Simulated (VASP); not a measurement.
A run of VASP 6.6.1 is set up as follows.

The input INCAR:

```
SYSTEM = In
PREC = Accurate
ENCUT = 520
EDIFF = 1E-8
ISMEAR = -1
SIGMA = 0.05
LREAL = .False.
LASPH = .True.
NELM = 60
ALGO = Normal
ISIF = 2
LWAVE = .False.
LCHARG = .False.
GGA = PE
LEFG = .True.
ISYM = 0
NBANDS = 12
```

Contents of KPOINTS:

```
regular mesh
0
Gamma
  12 12 14
  0 0 0
```

File POSCAR:

```
In
1.0
   -1.6041723059      1.6041723059      2.4405141445
    1.6041723059     -1.6041723059      2.4405141445
    1.6041723059      1.6041723059     -2.4405141445
In
1
Direct
    0.0000000000      0.0000000000      0.0000000000
```

Potentials or basis: VASP PAW PBE potentials, release 64 (In_d).

The run is started by

```bash
$ cat potpaw_PBE.64/In_d/POTCAR > POTCAR
$ mpirun -np 1 vasp_std > vasp.out
```

Q: Estimate the pressure.

A: 4.1 GPa.

Electric field gradients, principal values (V/Å²):
```csv
atom,least,middle,greatest (by size)
1 In,-6.694,-12.583,19.276
```

Caveat: without QUAD_EFG the Cq values of the log hold for a quadrupole moment of 1 mb, not for the nuclei.
